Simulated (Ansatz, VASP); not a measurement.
## Tl in VASP and in Ansatz

INCAR

```
SYSTEM = Tl
ALGO = Normal
EDIFF = 1E-6
ENCUT = 520
GGA = PE
ISIF = 2
ISMEAR = -1
LASPH = .TRUE.
LCHARG = .TRUE.
LELF = .TRUE.
LREAL = .FALSE.
LVHAR = .TRUE.
LWAVE = .FALSE.
NBANDS = 20
NELM = 100
PREC = Accurate
SIGMA = 0.05
```

KPOINTS

```
k-points
0
G
  10 10 10
  0 0 0
```

POSCAR

```
Tl
1.0
    0.0000000000      3.0027436593      3.0027436593
    3.0027436593      0.0000000000      3.0027436593
    3.0027436593      3.0027436593      0.0000000000
Tl
2
Direct
   -0.1250000000     -0.1250000000     -0.1250000000
    0.1250000000      0.1250000000      0.1250000000
```

Input for Ansatz:

```yaml
crystal:
  lattice:
    - [0.0, 3.0027436593, 3.0027436593]
    - [3.0027436593, 0.0, 3.0027436593]
    - [3.0027436593, 3.0027436593, 0.0]
  atoms:
    - { symbol: Tl, position: [-0.125, -0.125, -0.125] }
    - { symbol: Tl, position: [0.125, 0.125, 0.125] }
kpoints:
  mp_grid: { grid: [10, 10, 10] }
scf:
  occupations: { method: fermi_dirac, width: 0.05 }
hamiltonian:
  xc: pbe
  pseudopotentials: { kind: all_electron, lapw: { basis_error: 0.001 } }
output:
  forces: true
  stress: true
  eigenvalues: true
  populations: true
```

Change from the starting cell: volume scaled by 0.6, LAPW.

Alike in both runs: task single point; functional PBE; k mesh 10 × 10 × 10; occupations fermi-dirac, width 0.05 eV; no spin polarisation.

|  | VASP | Ansatz |
| --- | --- | --- |
| version | VASP 6.6.1 | Ansatz 0.2.0 |
| potentials or method | VASP PAW PBE potentials, release 64 (Tl_d), cutoff 520 eV | all-electron LAPW, scalar-relativistic |

```tsv
	VASP	Ansatz	Ansatz less VASP
pressure (GPa)	27.9	27.9	+0.07
```

Ansatz ran all-electron here, and VASP with PAW potentials.

Spin-orbit coupling is off throughout.
